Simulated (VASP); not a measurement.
## Na: relaxation of cell and atoms with BLYP

Crystal: Na.

```
Na
1.0
     3.76404    0.00000    0.00000
    -1.88202    3.25976    0.00000
     0.00000    0.00000   12.29336
Na
4
Direct
  0.00000 0.00000 0.00000
  0.00000 0.00000 0.50000
  0.33333 0.66667 0.25000
  0.66667 0.33333 0.75000
```

This isn't the form of Na at room conditions, which is bcc.

```json
{"Program": "VASP 6.6.1", "Task": "relaxation of cell and atoms", "Functional": "BLYP", "Potentials or basis": "VASP PAW PBE potentials, release 64 (Na_pv)", "Cutoff": "600 eV", "k mesh": "10 × 10 × 3", "Occupations": "fermi-dirac, width 0.1 eV", "Spin": "no spin polarisation", "Dipole correction": "no", "Further INCAR settings": "ALGO = Normal; EDIFF = 1e-07; IBRION = 2; EDIFFG = -0.01; NSW = 80; ISIF = 3"}
```

```
Relaxed volume                        : 37.28 Å³/atom
Relaxed cell                          : a = 3.754 Å, b = 3.754 Å, c = 12.219 Å, α = 90.00°, β = 90.00°, γ = 120.00°
Space group after relaxing (to 0.1 Å) : P6_3/mmc (No. 194)
Energy gained by relaxing             : 0.1 meV/atom
Ionic steps                           : 3
Pressure after relaxing               : 0.0 GPa
Band gap on the k mesh                : zero (bands 14 and 15 overlap by 3.74 eV)
```

The path:
```
step  energy change (eV)  largest force (eV/Å)  pressure (GPa)  volume (Å³)
   1              0.0000                0.0000           -0.08       150.84
   2             -0.0002                0.0000           -0.06       150.41
   3             -0.0004                0.0000            0.00       149.13
```

Final structure:
```
CELL_PARAMETERS angstrom
3.75405 0.00000 0.00000
-1.87703 3.25111 0.00000
0.00000 0.00000 12.21873
ATOMIC_POSITIONS crystal
Na 0.00000 0.00000 0.00000
Na 0.00000 0.00000 0.50000
Na 0.33333 0.66667 0.25000
Na 0.66667 0.33333 0.75000
```

Levels at points of the mesh, in eV from the Fermi level:
```tsv
k point	band 10	band 11	band 12	band 13	band 14	band 15	band 16	band 17	band 18
(0.00, 0.00, 0.00)	-25.27	-25.27	-25.27	-3.25	-2.22	-2.22	0.66	0.91	5.55
(0.50, 0.00, 0.00)	-25.28	-25.27	-25.27	0.31	0.31	1.13	1.16	1.45	1.48
```

Wall time 93 s on 1 thread of Intel(R) Xeon(R) 6975P-C (Granite Rapids) (shared host), peak memory 0.3 GiB.

Caveat: the PAW data sets were made with another functional, which shifts forces and pressure a little.
